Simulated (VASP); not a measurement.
# SnSe2 (P-3m1) in VASP: a series of runs

The runs below take SnSe2 through single point, with PBE.

Everything below comes from runs of VASP 6.6.1. Logs are shortened: lines on timing, memory, paths and dates and some standing lists are left out, and cuts for length are marked.

**1. The cell of the first run**

Symmetry: P-3m1, No. 164, trigonal system. Conventional cell: a = 3.811 Å, b = 3.811 Å, c = 6.321 Å, α = 90.00°, β = 90.00°, γ = 120.00°. Within 3.6 Å of Sn (site symmetry -3m) lie 6 Se at 2.71 Å. Se (site symmetry 3m) has 3 Sn at 2.71 Å within 3.6 Å.

**2. Single point, PBE (strain +0.000 along x and y, +0.030 along z)**

INCAR reads:

```
PREC = Accurate
ENCUT = 520
EDIFF = 1E-6
ISMEAR = 0
SIGMA = 0.05
LREAL = False
LASPH = True
NELM = 60
ALGO = Normal
ISIF = 2
LWAVE = False
LCHARG = False
GGA = PE
NBANDS = 20
```

KPOINTS reads:

```
Automatic mesh
0
Gamma
  12 12 6
```

POSCAR reads:

```
SnSe2
1.0
    3.8109987816      0.0000000000      0.0000000000
   -1.9054993908      3.3004217586      0.0000000000
    0.0000000000      0.0000000000      6.3211100000
Sn Se
1 2
Direct
    0.0000000000      0.0000000000      0.0000000000
    0.3333333333      0.6666666667      0.2500000000
    0.6666666667      0.3333333333      0.7500000000
```

Potentials or basis: VASP PAW PBE potentials, release 64 (Sn_d, Se).

Command:

```bash
> cat potpaw_PBE.64/Sn_d/POTCAR potpaw_PBE.64/Se/POTCAR > POTCAR
> mpirun -np 1 vasp_std > vasp.out
```

OUTCAR:

```text
PREC = Accurate
   ENCUT = 520
   EDIFF = 1E-6
   ISMEAR = 0
   LREAL = False
   LASPH = True
   NELM = 60
   ISIF = 2
   GGA = PE

 ion  position               nearest neighbor table
   1  0.000  0.000  0.000-   2 2.71   3 2.71   2 2.71   3 2.71   3 2.71   2 2.71
   2  0.333  0.667  0.250-   1 2.71   1 2.71   1 2.71
   3  0.667  0.333  0.750-   1 2.71   1 2.71   1 2.71

  LATTYP: Found a hexagonal cell.
 ALAT       =     3.8109987816
 C/A-ratio  =     1.6586491789

  Lattice vectors:

 A1 = (   3.8109987816,   0.0000000000,   0.0000000000)
 A2 = (  -1.9054993908,   3.3004217586,   0.0000000000)
 A3 = (   0.0000000000,   0.0000000000,   6.3211100000)

Analysis of symmetry for initial positions (statically):
=====================================================================
 Subroutine PRICEL returns:
 Original cell was already a primitive cell.

 Routine SETGRP: Setting up the symmetry group for a
 hexagonal supercell.

 Subroutine GETGRP returns: Found 12 space group operations
 (whereof 12 operations were pure point group operations)
 out of a pool of 24 trial point group operations.

The static configuration has the point symmetry D_3d.

Analysis of symmetry for dynamics (positions and initial velocities):
=====================================================================
 Subroutine PRICEL returns:
 Original cell was already a primitive cell.

 Routine SETGRP: Setting up the symmetry group for a
 hexagonal supercell.

 Subroutine GETGRP returns: Found 12 space group operations
 (whereof 12 operations were pure point group operations)
 out of a pool of 24 trial point group operations.

The dynamic configuration has the point symmetry D_3d.

 Subroutine INISYM returns: Found 12 space group operations
 (whereof 12 operations are pure point group operations),
 and found     1 'primitive' translations

----------------------------------------------------------------------------------------

                                     Primitive cell

  volume of cell :      79.5063

  direct lattice vectors                    reciprocal lattice vectors
     3.810998782  0.000000000  0.000000000     0.262398405  0.151495789  0.000000000
[... 76 lines left out ...]
   NGX,Y,Z   is equivalent  to a cutoff of  12.21, 12.21, 12.62 a.u.
   NGXF,Y,Z  is equivalent  to a cutoff of  24.43, 24.43, 25.25 a.u.
 SYSTEM =  unknown system
   PREC   = accura    normal or accurate (medium, high low for compatibility)
   ISTART =      0    job   : 0-new  1-cont  2-samecut
   ICHARG =      2    charge: 1-file 2-atom 10-const
   ISPIN  =      1    spin polarized calculation?
   LNONCOLLINEAR =      F non collinear calculations
   LSORBIT =      F    spin-orbit coupling
   LASPH  =      T    aspherical Exc in radial PAW
   ENCUT  =  520.0 eV  38.22 Ry    6.18 a.u.   7.09  7.09 11.75*2*pi/ulx,y,z
   NELM   =     60;   NELMIN=  2; NELMDL= -5     # of ELM steps
   EDIFF  = 0.1E-05   stopping-criterion for ELM
   LREAL  =      F    real-space projection
   EDIFFG = 0.1E-04   stopping-criterion for IOM
   NSW    =      0    number of steps for IOM
   IBRION =     -1    ionic relax: 0-MD 1-quasi-New 2-CG
   NFREE  =      0    steps in history (QN), initial steepest desc. (CG)
   ISIF   =      2    stress and relaxation
   ISYM   =      2    0-nonsym 1-usesym 2-fastsym
   POTIM  = 0.5000    time-step for ionic-motion
   TEBEG  =    0.0;   TEEND  =   0.0 temperature during run
   PSTRESS=    0.0 pullay stress
   NELECT =      26.0000    total number of electrons
   NUPDOWN=      -1.0000    fix difference up-down
   EMIN   =  10.00;   EMAX   =-10.00  energy-range for DOS
   EFERMI =   0.00;   METHOD = LEGACY
   ISMEAR =     0;   SIGMA  =   0.05  broadening in eV -4-tet -1-fermi 0-gaus
   EFERMI_NEDOS =   21; number of points for ismear=-14 and -15
   IALGO  =     38    algorithm
   IMIX   =      4    mixing-type and parameters
     AMIX     =   0.40;   BMIX     =  1.00
     AMIX_MAG =   1.60;   BMIX_MAG =  1.00
  volume/ion in A,a.u.               =      26.50       178.85
  Fermi-wavevector in a.u.,A,eV,Ry     =   1.127887  2.131397 17.308353  1.272128
  Thomas-Fermi vector in A             =   2.264574
   LORBIT       =      0    0 simple, 1 ext, 2 COOP (PROOUT), +10 PAW based schemes
   GGA     = PE    functional components
   LHFCALC =     F    Hartree Fock is set to
   AEXX    =    0.0000 exact exchange contribution
   IVDW    =     0    specifies the selected vdW correction
   LEPSILON=     F    determine dielectric tensor
   LRPA    =     F    only Hartree local field effects (RPA)
 non-spin polarized calculation
 Gauss-broadening in eV      SIGMA  =   0.05
  energy-cutoff  :      520.00
  volume of cell :       79.51
 maximum number of plane-waves:      2166
   NGX = 15   NGY = 15   NGZ = 23

 number of electron      25.9999996 magnetization

 Free energy of the ion-electron system (eV)
  ---------------------------------------------------
  ext. energy  EPLUGINS =         0.00000000
  ---------------------------------------------------
  free energy    TOTEN  =       -11.82434731 eV

  energy without entropy =      -11.82434731  energy(sigma->0) =      -11.82434731

 E-fermi :   4.0620     XC(G=0):  -9.3223

 val. band max:        3.8485607139   @ k =   0.1667   0.0000   0.1667
 cond. band min:       4.5267960083   @ k =   0.5000  -0.0000   0.3333
 fundamental gap:      0.6782352943
 Fermi energy:         4.0619850426

 k-point     1 :       0.0000    0.0000    0.0000
  band No.  band energies     occupation
      1     -17.3671      2.00000
      2     -17.3671      2.00000
      3     -17.3279      2.00000
      4     -17.3164      2.00000
      5     -17.3164      2.00000
      6      -9.9257      2.00000
[... 541 lines left out ...]
     19      11.9169      0.00000
     20      12.9400      0.00000

 [... further k-points ...]
[... 5 lines left out ...]
  --------------------------------------------------------------------------------------
  -------------------------------------------------------------------------------------
  Total        1.6129622      1.6129622      1.4623846     -0.0000000      0.0000000      0.0000000
  in kB       32.5037272     32.5037272     29.4693529     -0.0000000      0.0000000      0.0000000
  external PRESSURE =      31.4922691 kB  Pullay stress =       0.0000000 kB

 VOLUME and BASIS-vectors are now :
 -----------------------------------------------------------------------------
  energy-cutoff  :      520.00
  volume of cell :       79.51
      direct lattice vectors                 reciprocal lattice vectors
     3.810998782  0.000000000  0.000000000     0.262398405  0.151495789  0.000000000
    -1.905499391  3.300421759  0.000000000     0.000000000  0.302991579  0.000000000
     0.000000000  0.000000000  6.321110000     0.000000000  0.000000000  0.158200063

 POSITION                                       TOTAL-FORCE (eV/Angst)
 -----------------------------------------------------------------------------------
      0.00000      0.00000      0.00000        -0.000000      0.000000      0.000000
     -0.00000      2.20028      1.58028        -0.000000      0.000000      0.291590
      1.90550      1.10014      4.74083         0.000000     -0.000000     -0.291590
 -----------------------------------------------------------------------------------
    total drift:                               -0.000000     -0.000000     -0.000000

  FREE ENERGIE OF THE ION-ELECTRON SYSTEM (eV)
  ---------------------------------------------------
  free  energy   TOTEN  =       -11.8243473068 eV

  energy  without entropy=      -11.8243473068  energy(sigma->0) =      -11.82434731
```

stdout:

```text
POSCAR found type information on POSCAR SnSe
 POSCAR found :  2 types and       3 ions
 scaLAPACK will be used
 LDA part: xc-table for (Slater+PW92), standard interpolation
 POSCAR, INCAR and KPOINTS ok, starting setup
 FFT: planning ... GRIDC
 FFT: planning ... GRID_SOFT
 FFT: planning ... GRID
 WAVECAR not read
 entering main loop
```

Wall time 74 s (1 thread of Intel Xeon Platinum 8488C (Sapphire Rapids), shared host); peak memory 0.29 GiB.

Results:

* Free energy: -11.8243 eV
* Pressure: 3.1 GPa
* Largest force: 0.292 eV/Å
* Band gap on the k mesh: 0.68 eV (least direct gap 1.19 eV)

Forces on the atoms (eV/Å):
```
Sn   0.000  0.000  0.000
Se   0.000  0.000  0.292
Se   0.000  0.000 -0.292
```

Caveat: the cell differs from its parent crystal (strain +0.000 along x and y, +0.030 along z); the cell stands under pressure; semilocal functionals underestimate gaps, and a narrow one can read as zero; spin-orbit coupling is left out, which moves the levels of the heavy elements; this functional lacks dispersion, which binds layers or chains, so the pressure and a relaxed spacing across them are unreliable.

**3. Single point, PBE (strain +0.030 along x and y, -0.030 along z)**

INCAR reads:

```
PREC = Accurate
ENCUT = 520
EDIFF = 1E-6
ISMEAR = 0
SIGMA = 0.05
LREAL = F
LASPH = T
NELM = 80
ALGO = Normal
ISIF = 2
LWAVE = F
LCHARG = F
GGA = PE
NBANDS = 20
```

KPOINTS reads:

```
regular mesh
0
Gamma
  12 12 6
```

POSCAR reads:

```
SnSe2
1.0
    3.9253287450      0.0000000000      0.0000000000
   -1.9626643725      3.3994344114      0.0000000000
    0.0000000000      0.0000000000      5.9528900000
Sn Se
1 2
Direct
    0.0000000000      0.0000000000      0.0000000000
    0.3333333333      0.6666666667      0.2500000000
    0.6666666667      0.3333333333      0.7500000000
```

Potentials or basis: VASP PAW PBE potentials, release 64 (Sn_d, Se).

Command:

```bash
> cat potpaw_PBE.64/Sn_d/POTCAR potpaw_PBE.64/Se/POTCAR > POTCAR
> mpirun -np 1 vasp_std > vasp.out
```

Run time: 84 s. Hardware: 1 thread of Intel Xeon Platinum 8488C (Sapphire Rapids), shared host; peak memory 0.3 GiB.

It converged, with:

| Quantity | Value |
| --- | --- |
| Free energy | -11.7611 eV |
| Pressure | 3.0 GPa |
| Largest force | 0.735 eV/Å |
| Band gap on the k mesh | 0.31 eV |

Forces on the atoms (eV/Å):
```
Sn   0.000  0.000  0.000
Se   0.000  0.000  0.735
Se   0.000  0.000 -0.735
```

Stress tensor (GPa, compression positive):
```
1.64 0.00 0.00
0.00 1.64 0.00
0.00 0.00 5.75
```

Levels at points of the mesh, in eV from the valence-band top:
```tsv
k point	band 9	band 10	band 11	band 12	band 13	band 14	band 15	band 16	band 17	band 18
(0.00, 0.00, 0.00)	-1.21	-1.21	-0.95	-0.95	0.00	0.31	2.28	4.09	4.09	8.03
(0.50, 0.00, 0.00)	-4.49	-3.12	-3.03	-1.40	-0.64	0.75	3.37	5.04	5.22	7.28
(0.00, 0.00, 0.50)	-2.10	-1.32	-1.32	-0.76	-0.76	1.70	2.26	3.74	3.74	7.76
(0.50, 0.00, 0.50)	-5.04	-2.92	-2.05	-1.16	-1.12	0.68	3.92	4.78	5.86	6.01
```

Caveat: the cell differs from its parent crystal (strain +0.030 along x and y, -0.030 along z); the cell stands under pressure; semilocal functionals underestimate gaps, and a narrow one can read as zero; spin-orbit coupling is left out, which moves the levels of the heavy elements; this functional lacks dispersion, which binds layers or chains, so the pressure and a relaxed spacing across them are unreliable.
